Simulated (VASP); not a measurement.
Wanted: the native input for a VASP 6.6.1 run.

- Task: single point
- Functional: PBE
- Potentials or basis: VASP PAW PBE potentials, release 64 (Al)
- Cutoff: 520 eV
- k mesh: 5 × 5 × 1
- Occupations: gaussian, width 0.1 eV
- Spin: no spin polarisation
- Dipole correction: yes
- Further INCAR settings: ALGO = Normal; EDIFF = 1e-06; NBANDS = 32

The structure of Al lies in POSCAR:

```
Al
1.0
    5.7135165838      0.0000000000      0.0000000000
    0.0000000000      5.7135165838      0.0000000000
    0.0000000000      0.0000000000     19.6746954281
Al
13
Direct
    0.2500000000      0.2500000000      0.2033068321
    0.2500000000      0.7500000000      0.2033068321
    0.7500000000      0.2500000000      0.2033068321
    0.7500000000      0.7500000000      0.2033068321
    0.0000000000      0.0000000000      0.3092728605
    0.0000000000      0.5000000000      0.3092728605
    0.5000000000      0.0000000000      0.3092728605
    0.5000000000      0.5000000000      0.3092728605
    0.2500000000      0.2500000000      0.4154928577
    0.2500000000      0.7500000000      0.4154928577
    0.7500000000      0.2500000000      0.4154928577
    0.7500000000      0.7500000000      0.4154928577
    0.2500000000      0.4166666667      0.5396087402
```

The input as run:

INCAR

```
SYSTEM = Al
  PREC = Accurate
  ENCUT = 520
  EDIFF = 1E-6
  ISMEAR = 0
  SIGMA = 0.1
  LREAL = .False.
  LASPH = .True.
  NELM = 100
  ALGO = Normal
  ISIF = 2
  LWAVE = .False.
  LCHARG = .False.
  LDIPOL = .True.
  IDIPOL = 3
  DIPOL = 0.5 0.5 0.327
  GGA = PE
  NBANDS = 32
```

KPOINTS

```
Automatic mesh
0
Gamma
  5 5 1
  0 0 0
```

Potentials or basis: VASP PAW PBE potentials, release 64 (Al).

Command:

```bash
$ cat potpaw_PBE.64/Al/POTCAR > POTCAR
$ mpirun -np 1 vasp_std > vasp.out
```

Results of the run:

```json
{
 "Largest force": "0.697 eV/Å",
 "Band gap on the k mesh": "zero (an odd number of electrons rules out a gap without spin polarisation)"
}
```

Wall time 3.4 min on 1 thread of Intel(R) Xeon(R) 6975P-C (Granite Rapids), on a shared host, peak memory 0.6 GiB.
